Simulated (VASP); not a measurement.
Input of a VASP 6.6.1 run:

Contents of INCAR:

```
ALGO = Normal
EDIFF = 1E-7
EDIFFG = -0.002
ENCUT = 500
GGA = PS
GGA_COMPAT = False
IBRION = 2
ISIF = 3
ISMEAR = 0
LASPH = True
LCHARG = False
LREAL = False
LWAVE = False
NELM = 120
NELMIN = 4
NSW = 100
PREC = Accurate
SIGMA = 0.02
```

The input KPOINTS:

```
k-points
0
Gamma
  10 10 10
```

POSCAR

```
BP
1.0
    0.0000000000      2.2600000000      2.2600000000
    2.2600000000      0.0000000000      2.2600000000
    2.2600000000      2.2600000000      0.0000000000
B P
1 1
Direct
    0.0000000000      0.0000000000      0.0000000000
    0.2500000000      0.2500000000      0.2500000000
```

Potentials or basis: VASP PAW PBE potentials, release 64 (B, P).

The run is started by

```bash
$ cat potpaw_PBE.64/B/POTCAR potpaw_PBE.64/P/POTCAR > POTCAR
$ mpirun -np 1 vasp_std > vasp.out
```

What does it give for the relaxed cell?

a = 3.197 Å, b = 3.197 Å, c = 3.197 Å, α = 60.00°, β = 60.00°, γ = 60.00°.

Estimate the space group after relaxing (to 0.05 Å).

F-43m (No. 216).

What does it give for the relaxed volume?

11.55 Å³/atom.

Estimate the band gap on the k mesh.

1.12 eV, indirect (least direct gap 3.37 eV).

Final structure:
```
B P
1.0
     0.00000    2.26056    2.26056
     2.26056    0.00000    2.26056
     2.26056    2.26056    0.00000
B P
1 1
Direct
  0.00000 0.00000 0.00000
  0.25000 0.25000 0.25000
```

Caveat: the PAW data sets were made with another functional, which shifts forces and pressure a little. A k mesh can miss the band edges.
